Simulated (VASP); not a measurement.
Write the native input for VASP 6.6.1 that does the following.

- Task: single point
- Functional: LDA
- Potentials or basis: VASP PAW LDA potentials, release 64 (Pb_d, F)
- Cutoff: 520 eV
- k mesh: 6 × 6 × 6
- Occupations: gaussian, width 0.01 eV
- Spin: no spin polarisation
- Dipole correction: no
- Further INCAR settings: ALGO = Normal; EDIFF = 1e-06; NBANDS = 21

The structure of PbF2 (Fluorocronite) lies in POSCAR:

```
PbF2
1.0
    0.0000000000      2.9636600000      2.9636600000
    2.9636600000      0.0000000000      2.9636600000
    2.9636600000      2.9636600000      0.0000000000
Pb F
1 2
Direct
    0.0000000000      0.0000000000      0.0000000000
    0.2500000000      0.2500000000      0.2500000000
    0.7500000000      0.7500000000      0.7500000000
```

These files were run (other wordings do the same):

INCAR

```
SYSTEM = PbF2
PREC = Accurate
ENCUT = 520
EDIFF = 1E-6
ISMEAR = 0
SIGMA = 0.01
LREAL = .False.
LASPH = .True.
NELM = 60
ALGO = Normal
ISIF = 2
LWAVE = .False.
LCHARG = .False.
GGA = CA
NBANDS = 21
```

KPOINTS

```
Automatic mesh
0
Gamma
  6 6 6
  0 0 0
```

Potentials or basis: VASP PAW LDA potentials, release 64 (Pb_d, F).

Command:

```sh
$ cat potpaw_LDA.64/Pb_d/POTCAR potpaw_LDA.64/F/POTCAR > POTCAR
$ mpirun -np 1 vasp_std > vasp.out
```

It gave:

```yaml
Pressure: -4.5 GPa
Band_gap_on_the_k_mesh: 4.24 eV, indirect (least direct gap 4.38 eV)
```

Caveat: spin-orbit coupling is left out, which moves the levels of the heavy elements.

It used 15 s of CPU time on 1 thread of Intel Xeon 6975P-C, with other jobs on the host.
